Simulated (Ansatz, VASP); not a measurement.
Two plane-wave programs on InAs

```
In As
1.0
     0.00000    3.04386    3.04386
     3.04386    0.00000    3.04386
     3.04386    3.04386    0.00000
In As
1 1
Cartesian
  1.5219 1.5219 1.5219
  0.0000 0.0000 0.0000
```

Alike in both runs: task relaxation of cell and atoms; functional PBEsol; k mesh 12 × 12 × 12; occupations fermi-dirac, width 0.15 eV; no spin polarisation.

|  | VASP | Ansatz |
| --- | --- | --- |
| version | VASP 6.6.1 | Ansatz 0.2.0 |
| potentials or method | VASP PAW PBE potentials, release 64 (In_d, As), cutoff 600 eV | scalar-relativistic, plane waves, PAW |
| valence electrons in the cell | 18 | 28 |

|  | VASP | Ansatz | Ansatz less VASP |
| --- | --- | --- | --- |
| gap on the k mesh at the Fermi level, each at its own relaxed structure (eV) | none | none | - |
| relaxed volume (Å³/atom) | 28.26 | 28.20 | -0.055 |
| relaxed cell length with the largest relative difference (Å) | 4.307 | 4.305 | -0.0028 |

VASP's potentials were made for PBE, not for PBEsol, and Ansatz warns of the same on its side. A gap of «none» marks a metal or a gap that the smearing closes. VASP's potentials hold 18 valence electrons a cell and Ansatz's 28, so a difference there can come from the potentials and not from the codes.
